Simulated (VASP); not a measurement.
Input of a VASP 6.6.1 run:

The input INCAR:

```
PREC = Accurate
ENCUT = 520
EDIFF = 1E-6
ISMEAR = 0
SIGMA = 0.1
LREAL = F
LASPH = T
NELM = 80
ALGO = Normal
ISIF = 2
LWAVE = F
LCHARG = F
LDIPOL = T
IDIPOL = 3
DIPOL = 0.5 0.5 0.500
GGA = PE
IBRION = 2
NSW = 90
EDIFFG = -0.03
```

The input KPOINTS:

```
Automatic mesh
0
Gamma
  12 12 1
```

POSCAR

```
Au
1.0
    2.9402300950      0.0000000000      0.0000000000
   -1.4701150475      2.5463139552      0.0000000000
    0.0000000000      0.0000000000     24.2020634590
Au
4
Selective dynamics
Direct
    0.6666666667      0.3333333333      0.3512097229  F F F
    0.3333333333      0.6666666667      0.4504032410  F F F
    0.0000000000      0.0000000000      0.5495967590  T T T
    0.6666666667      0.3333333333      0.6487902771  T T T
```

Potentials or basis: VASP PAW PBE potentials, release 64 (Au).

Launch:

```sh
$ cat potpaw_PBE.64/Au/POTCAR > POTCAR
$ mpirun -np 1 vasp_std > vasp.out
```

(1) What does it give for the energy gained by relaxing?

(2) What does it give for the band gap on the k mesh?

Results:

(1) 0.6 meV/atom.

(2) zero (bands 22 and 23 overlap by 4.70 eV).

Caveat: spin-orbit coupling is left out, which moves the levels of the heavy elements.
